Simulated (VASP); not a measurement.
Write the native input for VASP 6.6.1 that does the following.

* Task: single point
* Functional: PBEsol
* Potentials or basis: VASP PAW PBE potentials, release 64 (In_d, Pd)
* Cutoff: 520 eV
* k mesh: 16 × 16 × 16
* Occupations: gaussian, width 0.15 eV
* Spin: no spin polarisation
* Dipole correction: no
* Further INCAR settings: ALGO = Fast; EDIFF = 1e-07; NBANDS = 18

The structure of InPd lies in POSCAR:

```
InPd
1.0
    3.4352637560     -0.6870527512     -0.6870527512
   -0.6870527512      3.4352637560     -0.6870527512
   -0.6870527512     -0.6870527512      3.4352637560
In Pd
1 1
Direct
    0.0000000000      0.0000000000      0.0000000000
    0.5000000000      0.5000000000      0.5000000000
```

This cell differs from its parent crystal: ratio of the length along [111] to the lengths across it x 0.5, volume and fractional coordinates fixed.

The input as run:

INCAR

```
PREC = Accurate
ENCUT = 520
EDIFF = 1E-7
ISMEAR = 0
SIGMA = 0.15
LREAL = F
LASPH = T
NELM = 60
ALGO = Fast
ISIF = 2
LWAVE = F
LCHARG = F
GGA = PS
NBANDS = 18
```

KPOINTS

```
Automatic mesh
0
Gamma
  16 16 16
```

Potentials or basis: VASP PAW PBE potentials, release 64 (In_d, Pd).

Command:

```console
$ cat potpaw_PBE.64/In_d/POTCAR potpaw_PBE.64/Pd/POTCAR > POTCAR
$ mpirun -np 1 vasp_std > vasp.out
```

Results of the run:

```json
{
 "Pressure": "160.0 GPa",
 "Band gap on the k mesh": "zero (an odd number of electrons rules out a gap without spin polarisation)"
}
```

Caveat: atoms lie so close that the PAW spheres overlap strongly, which falsifies energies and pressures; the cell stands under pressure; the PAW data sets were made with another functional, which shifts forces and pressure a little; spin-orbit coupling is left out, which moves the levels of the heavy elements.

Wall time 3.3 min on 1 thread of Intel(R) Xeon(R) 6975P-C (Granite Rapids) (shared host), peak memory 0.38 GiB.
